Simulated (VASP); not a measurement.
Here is a VASP 6.6.1 calculation.

Contents of INCAR:

```
SYSTEM = Mo12C
PREC = Accurate ; ENCUT = 520
EDIFF = 1E-7 ; ISMEAR = 0
SIGMA = 0.1 ; LREAL = .False.
LASPH = .True. ; NELM = 80
ALGO = Normal ; ISIF = 2
LWAVE = .False. ; LCHARG = .False.
LDIPOL = .True. ; IDIPOL = 3
DIPOL = 0.5 0.5 0.324 ; GGA = CA
NBANDS = 98
```

KPOINTS

```
Automatic mesh
0
Gamma
  5 5 1
  0 0 0
```

File POSCAR:

```
Mo12C
1.0
    5.3887247571      0.0000000000      0.0000000000
   -1.7962415857      5.0805384236      0.0000000000
    0.0000000000      0.0000000000     19.7413781192
Mo C
12 1
Direct
    0.2500000000      0.2500000000      0.2026200996
    0.2500000000      0.7500000000      0.2026200996
    0.7500000000      0.2500000000      0.2026200996
    0.7500000000      0.7500000000      0.2026200996
    0.0000000000      0.0000000000      0.3100443415
    0.0000000000      0.5000000000      0.3100443415
    0.5000000000      0.0000000000      0.3100443415
    0.5000000000      0.5000000000      0.3100443415
    0.2500000000      0.2500000000      0.4174672138
    0.2500000000      0.7500000000      0.4174672138
    0.7500000000      0.2500000000      0.4174672138
    0.7500000000      0.7500000000      0.4174672138
    0.2500000000      0.5000000000      0.4853642336
```

Potentials or basis: VASP PAW LDA potentials, release 64 (Mo_sv, C).

Command:

```bash
$ cat potpaw_LDA.64/Mo_sv/POTCAR potpaw_LDA.64/C/POTCAR > POTCAR
$ mpirun -np 1 vasp_std > vasp.out
```

Q: What does it give for the band gap on the k mesh?

A: Zero (bands 86 and 87 overlap by 1.70 eV).

Q: What does it give for the largest force?

A: 1.158 eV/Å.

Forces in eV/Å, atoms in the order of the input:
```
Mo   0.112 -0.025 -0.181
Mo  -0.112  0.025 -0.181
Mo  -0.074 -0.124  0.054
Mo   0.074  0.124  0.054
Mo  -0.232 -0.354 -0.528
Mo  -0.078 -0.300 -0.332
Mo   0.232  0.354 -0.528
Mo   0.078  0.300 -0.332
Mo   0.185 -0.890  0.717
Mo  -0.185  0.890  0.717
Mo  -0.179  0.158  0.211
Mo   0.179 -0.158  0.211
C    0.000  0.000  0.119
```
